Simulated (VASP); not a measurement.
# Nb3Ag (Pm-3m) in VASP: a series of runs, part 2 of 2

VASP 6.6.1.

**3. Relaxation of cell and atoms, r2SCAN**

This run uses another cell than the first one, of 31.35 Å³/atom, 1.765 times its volume.

The input, POSCAR:

```
Nb3Ag
1.0
    5.0050731000      0.0000000000      0.0000000000
    0.0000000000      5.0050731000      0.0000000000
    0.0000000000      0.0000000000      5.0050731000
Ag Nb
1 3
Direct
    0.0000000000      0.0000000000      0.0000000000
    0.5000000000      0.0000000000      0.5000000000
    0.0000000000      0.5000000000      0.5000000000
    0.5000000000      0.5000000000      0.0000000000
```

The input, INCAR.step1:

```
SYSTEM = Nb3Ag
  PREC = Accurate
  ENCUT = 600
  ISMEAR = -1
  SIGMA = 0.05
  LREAL = .FALSE.
  LASPH = .TRUE.
  NELM = 100
  GGA = PE
  ALGO = Normal
  EDIFF = 1E-4
  LWAVE = .TRUE.
  LCHARG = .FALSE.
```

The input, INCAR.step2:

```
SYSTEM = Nb3Ag
  PREC = Accurate
  ENCUT = 600
  EDIFF = 1E-6
  ISMEAR = -1
  SIGMA = 0.05
  LREAL = .FALSE.
  LASPH = .TRUE.
  NELM = 100
  ALGO = Normal
  ISIF = 3
  LWAVE = .FALSE.
  LCHARG = .FALSE.
  METAGGA = R2SCAN
  LMIXTAU = .TRUE.
  IBRION = 2
  NSW = 60
  EDIFFG = -0.01
  ISTART = 1
```

The input, KPOINTS:

```
Automatic mesh
0
G
  6 6 6
  0 0 0
```

Potentials or basis: VASP PAW PBE potentials, release 64 (Ag, Nb_sv).

Launch:

```sh
$ cat potpaw_PBE.64/Ag/POTCAR potpaw_PBE.64/Nb_sv/POTCAR > POTCAR
$ cp INCAR.step1 INCAR
$ mpirun -np 1 vasp_std > vasp.out
$ cp INCAR.step2 INCAR
$ mpirun -np 1 vasp_std > vasp.out
```

OUTCAR:

```text
SYSTEM = Nb3Ag
   PREC = Accurate
   ENCUT = 600
   EDIFF = 1E-6
   ISMEAR = -1
   LREAL = .FALSE.
   LASPH = .TRUE.
   NELM = 100
   ISIF = 3
   METAGGA = R2SCAN
   IBRION = 2
   NSW = 60
   EDIFFG = -0.01
   ISTART = 1

 ion  position               nearest neighbor table
   1  0.000  0.000  0.000-
   2  0.500  0.000  0.500-
   3  0.000  0.500  0.500-
   4  0.500  0.500  0.000-

  LATTYP: Found a simple cubic cell.
 ALAT       =     5.0050731000

  Lattice vectors:

 A1 = (   5.0050731000,   0.0000000000,   0.0000000000)
 A2 = (   0.0000000000,   5.0050731000,   0.0000000000)
 A3 = (   0.0000000000,   0.0000000000,   5.0050731000)

Analysis of symmetry for initial positions (statically):
=====================================================================
 Subroutine PRICEL returns:
 Original cell was already a primitive cell.

 Routine SETGRP: Setting up the symmetry group for a
 simple cubic supercell.

 Subroutine GETGRP returns: Found 48 space group operations
 (whereof 48 operations were pure point group operations)
 out of a pool of 48 trial point group operations.

The static configuration has the point symmetry O_h .

Analysis of symmetry for dynamics (positions and initial velocities):
=====================================================================
 Subroutine PRICEL returns:
 Original cell was already a primitive cell.

 Routine SETGRP: Setting up the symmetry group for a
 simple cubic supercell.

 Subroutine GETGRP returns: Found 48 space group operations
 (whereof 48 operations were pure point group operations)
 out of a pool of 48 trial point group operations.

The dynamic configuration has the point symmetry O_h .

 Subroutine INISYM returns: Found 48 space group operations
 (whereof 48 operations are pure point group operations),
 and found     1 'primitive' translations

----------------------------------------------------------------------------------------

                                     Primitive cell

  volume of cell :     125.3809

[... 90 lines left out ...]
   NSW    =     60    number of steps for IOM
   IBRION =      2    ionic relax: 0-MD 1-quasi-New 2-CG
   NFREE  =      1    steps in history (QN), initial steepest desc. (CG)
   ISIF   =      3    stress and relaxation
   ISYM   =      2    0-nonsym 1-usesym 2-fastsym
   POTIM  = 0.5000    time-step for ionic-motion
   TEBEG  =    0.0;   TEEND  =   0.0 temperature during run
   PSTRESS=    0.0 pullay stress
   NELECT =      50.0000    total number of electrons
   NUPDOWN=      -1.0000    fix difference up-down
   EMIN   =  10.00;   EMAX   =-10.00  energy-range for DOS
   EFERMI =   0.00;   METHOD = LEGACY
   ISMEAR =    -1;   SIGMA  =   0.05  broadening in eV -4-tet -1-fermi 0-gaus
   EFERMI_NEDOS =   21; number of points for ismear=-14 and -15
   IALGO  =     38    algorithm
   IMIX   =      4    mixing-type and parameters
     AMIX     =   0.40;   BMIX     =  1.00
     AMIX_MAG =   1.60;   BMIX_MAG =  1.00
  volume/ion in A,a.u.               =      31.35       211.53
  Fermi-wavevector in a.u.,A,eV,Ry     =   1.205002  2.277123 19.756063  1.452030
  Thomas-Fermi vector in A             =   2.340711
   LORBIT       =      0    0 simple, 1 ext, 2 COOP (PROOUT), +10 PAW based schemes
   METAGGA = R2SCAN    functional components
   LHFCALC =     F    Hartree Fock is set to
   AEXX    =    0.0000 exact exchange contribution
   IVDW    =     0    specifies the selected vdW correction
   LEPSILON=     F    determine dielectric tensor
   LRPA    =     F    only Hartree local field effects (RPA)
 conjugate gradient relaxation of ions
 non-spin polarized calculation
  energy-cutoff  :      600.00
  volume of cell :      125.38
 maximum number of plane-waves:      4224
 NGX is ok and might be reduce to    40
   NGX = 19   NGY = 19   NGZ = 19

--------------------------------------- Ionic step        1  -------------------------------------------

 number of electron      50.0000008 magnetization

 Free energy of the ion-electron system (eV)
  ---------------------------------------------------
  ext. energy  EPLUGINS =         0.00000000
  ---------------------------------------------------
  free energy    TOTEN  =       -87.01466041 eV

  energy without entropy =      -86.93148834  energy(sigma->0) =      -86.97307438

 E-fermi :   4.5089     XC(G=0): -10.4495

 val. band max:        4.4974825560   @ k =   0.5000   0.3333   0.3333
 cond. band min:       4.5251964565   @ k =   0.5000   0.3333   0.1667
 fundamental gap:      0.0277139005
 Fermi energy:         4.5089033526

 k-point     1 :       0.0000    0.0000    0.0000
  band No.  band energies     occupation
      1     -53.0059      2.00000
      2     -52.9840      2.00000
      3     -52.9840      2.00000
      4     -28.2999      2.00000
      5     -28.2999      2.00000
      6     -28.2999      2.00000
[... 876 lines left out ...]
--------------------------------------- Ionic step        7  -------------------------------------------

 number of electron      49.9999996 magnetization

 Free energy of the ion-electron system (eV)
  ---------------------------------------------------
  ext. energy  EPLUGINS =         0.00000000
  ---------------------------------------------------
  free energy    TOTEN  =       -94.83487235 eV

  energy without entropy =      -94.79145245  energy(sigma->0) =      -94.81316240

 E-fermi :  10.7965     XC(G=0): -13.5686

 val. band max:       10.7766333303   @ k =   0.5000   0.3333   0.3333
 cond. band min:      10.7987714587   @ k =   0.5000   0.1667   0.0000
 fundamental gap:      0.0221381284
 Fermi energy:        10.7964852062

 k-point     1 :       0.0000    0.0000    0.0000
  band No.  band energies     occupation
      1     -45.7664      2.00000
      2     -45.5037      2.00000
      3     -45.5037      2.00000
      4     -21.5016      2.00000
      5     -21.5016      2.00000
      6     -21.5016      2.00000
[... 680 lines left out ...]
  FREE ENERGIE OF THE ION-ELECTRON SYSTEM (eV)
  ---------------------------------------------------
  free  energy   TOTEN  =       -94.8348723545 eV

  energy  without entropy=      -94.7914524517  energy(sigma->0) =      -94.81316240

 reached required accuracy - stopping structural energy minimisation
```

OUTCAR.step1:

```text
SYSTEM = Nb3Ag
   PREC = Accurate
   ENCUT = 600
   ISMEAR = -1
   LREAL = .FALSE.
   LASPH = .TRUE.
[... 881 lines left out ...]
      2.50254      0.00000      2.50254         0.000000      0.000000      0.000000
      0.00000      2.50254      2.50254         0.000000      0.000000      0.000000
      2.50254      2.50254      0.00000         0.000000      0.000000      0.000000
 -----------------------------------------------------------------------------------
    total drift:                                0.000000     -0.000000     -0.000000

  FREE ENERGIE OF THE ION-ELECTRON SYSTEM (eV)
  ---------------------------------------------------
  free  energy   TOTEN  =       -25.1478727995 eV

  energy  without entropy=      -25.0597267908  energy(sigma->0) =      -25.10379980
```

OSZICAR.step1:

```text
N       E                     dE             d eps       ncg     rms          rms(c)
DAV:   1     0.573317382077E+03    0.57332E+03   -0.28318E+04  1208   0.177E+03
DAV:   2     0.207401472141E+02   -0.55258E+03   -0.54127E+03  1364   0.623E+02
DAV:   3    -0.240884017784E+02   -0.44829E+02   -0.43592E+02  2096   0.123E+02
DAV:   4    -0.276839163783E+02   -0.35955E+01   -0.35153E+01  1922   0.339E+01
DAV:   5    -0.280688900490E+02   -0.38497E+00   -0.38025E+00  2094   0.976E+00    0.849E+00
DAV:   6    -0.251894661257E+02    0.28794E+01   -0.11040E+01  1704   0.190E+01    0.288E+00
DAV:   7    -0.251447322727E+02    0.44734E-01   -0.91819E-01  2172   0.521E+00    0.234E+00
DAV:   8    -0.251465455134E+02   -0.18132E-02   -0.80986E-02  1622   0.190E+00    0.803E-01
DAV:   9    -0.251475883443E+02   -0.10428E-02   -0.22181E-02  1914   0.110E+00    0.107E-01
DAV:  10    -0.251477826157E+02   -0.19427E-03   -0.36854E-03  1906   0.294E-01    0.731E-02
DAV:  11    -0.251478727995E+02   -0.90184E-04   -0.52650E-04  1262   0.103E-01
   1 F= -.25147873E+02 E0= -.25103800E+02  d E =-.881460E-01
```

It took 19 min on 1 thread of AMD EPYC 9R45 (Zen 5), shared host; peak memory 0.28 GiB.

What came out:

- Free energy: -94.8349 eV
- Relaxed volume: 17.75 Å³/atom
- Relaxed cell: a = 4.141 Å, b = 4.141 Å, c = 4.141 Å, α = 90.00°, β = 90.00°, γ = 90.00°
- Space group after relaxing (to 0.05 Å): Pm-3m (No. 221)
- Energy gained by relaxing: 1955.1 meV/atom
- Ionic steps: 7
- Pressure after relaxing: -0.1 GPa
- Band gap on the k mesh: zero (band 25 reaches 13.55 eV, above the bottom of band 26 at 10.39 eV)

Step by step:
```tsv
step	energy change (eV)	largest force (eV/Å)	pressure (GPa)	volume (Å³)
1	0.0000	0.0000	-27.10	125.38
2	-3.1240	0.0000	101.81	51.67
3	-7.7901	0.0000	-4.53	73.06
4	-7.8170	0.0000	-1.53	71.66
5	-7.8199	0.0000	0.51	70.78
6	-7.8194	0.0000	-0.78	71.32
7	-7.8202	0.0000	-0.08	70.99
```

Final structure:
```
Ag Nb
1.0
     4.14062    0.00000    0.00000
     0.00000    4.14062    0.00000
     0.00000    0.00000    4.14062
Ag Nb
1 3
Direct
  0.00000 0.00000 0.00000
  0.50000 0.00000 0.50000
  0.00000 0.50000 0.50000
  0.50000 0.50000 0.00000
```

Levels at points of the mesh, in eV from the Fermi level:
| k point | band 22 | band 23 | band 24 | band 25 | band 26 | band 27 | band 28 | band 29 |
| --- | --- | --- | --- | --- | --- | --- | --- | --- |
| (0.00, 0.00, 0.00) | -1.88 | -0.86 | -0.86 | 2.76 | 2.76 | 2.76 | 3.11 | 3.11 |
| (0.50, 0.00, 0.00) | -1.54 | -1.54 | 0.34 | 0.34 | 0.42 | 0.79 | 1.49 | 2.12 |
| (0.50, 0.50, 0.00) | -1.52 | -1.26 | -1.15 | -1.15 | 0.58 | 0.58 | 1.57 | 1.60 |
| (0.50, 0.50, 0.50) | -0.02 | -0.02 | -0.02 | 0.62 | 0.62 | 0.62 | 1.65 | 2.57 |

Caveat: the volume moved by over 15 % at a fixed basis, so the end points are rough; the PAW data sets were made with another functional, which shifts forces and pressure a little.
